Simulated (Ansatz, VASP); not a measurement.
**Two plane-wave programs on SnTe**

```
Sn Te
1.0
     0.00000    3.15085    3.15085
     3.15085    0.00000    3.15085
     3.15085    3.15085    0.00000
Sn Te
1 1
Direct
  0.00000 0.00000 0.00000
  0.50000 0.50000 0.50000
```

Alike in both runs: task single point; functional PBEsol; k mesh 8 × 8 × 8; occupations gaussian, width 0.02 eV; no spin polarisation.

|  | VASP | Ansatz |
| --- | --- | --- |
| version | VASP 6.6.1 | Ansatz 0.2.0 |
| potentials or method | VASP PAW PBE potentials, release 64 (Sn_d, Te), cutoff 520 eV | plane-wave PAW, scalar-relativistic |
| valence electrons in the cell | 20 | 30 |

```tsv
	VASP	Ansatz	Ansatz less VASP
pressure (GPa)	-0.3	-0.3	+0.02
```

VASP's potentials were made for PBE, not for PBEsol, and Ansatz warns of the same on its side. VASP's potentials hold 20 valence electrons a cell and Ansatz's 30, so a difference there can come from the potentials and not from the codes.

Spin-orbit coupling is off throughout.
